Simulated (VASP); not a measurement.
Crystal: Os.

```xyz
2
Lattice="2.7461 0.0000 0.0000 -1.3731 2.3782 0.0000 0.0000 0.0000 4.3263" Properties=species:S:1:pos:R:3 pbc="T T T"
Os    0.0000    1.5855    1.0816
Os    1.3731    0.7927    3.2447
```

* Program: VASP 6.6.1
* Task: relaxation of cell and atoms
* Functional: PBEsol
* Potentials or basis: VASP PAW PBE potentials, release 64 (Os)
* Cutoff: 600 eV
* k mesh: 18 × 18 × 10
* Occupations: gaussian, width 0.1 eV
* Spin: no spin polarisation

At the start: pressure -6.5 GPa; volume 14.13 Å³/atom.

**Question.** How do energy, volume and symmetry change on relaxing?

**Answer.** Over 9 steps the energy falls by 4.6 meV/atom and the volume is 13.91 Å³/atom (-1.5 %); space group P6_3/mmc (No. 194, to 0.05 Å).

The path:
```tsv
step	energy change (eV)	largest force (eV/Å)	pressure (GPa)	volume (Å³)
1	0.0000	0.0000	-6.51	28.25
2	0.1854	0.0000	36.03	25.97
3	-0.0091	0.0000	-0.12	27.83
4	-0.0091	0.0000	0.02	27.82
5	-0.0091	0.0000	0.16	27.82
6	-0.0090	0.0000	0.05	27.82
7	-0.0093	0.0000	0.10	27.82
8	-0.0093	0.0000	-0.30	27.84
9	-0.0093	0.0000	-0.01	27.82
```

Final structure:
```
Os
1.0
     2.72867    0.00000    0.00000
    -1.36434    2.36310    0.00000
     0.00000    0.00000    4.31464
Os
2
Direct
  0.33333 0.66667 0.25000
  0.66667 0.33333 0.75000
```

Caveat: the PAW data sets were made with another functional, which shifts forces and pressure a little.
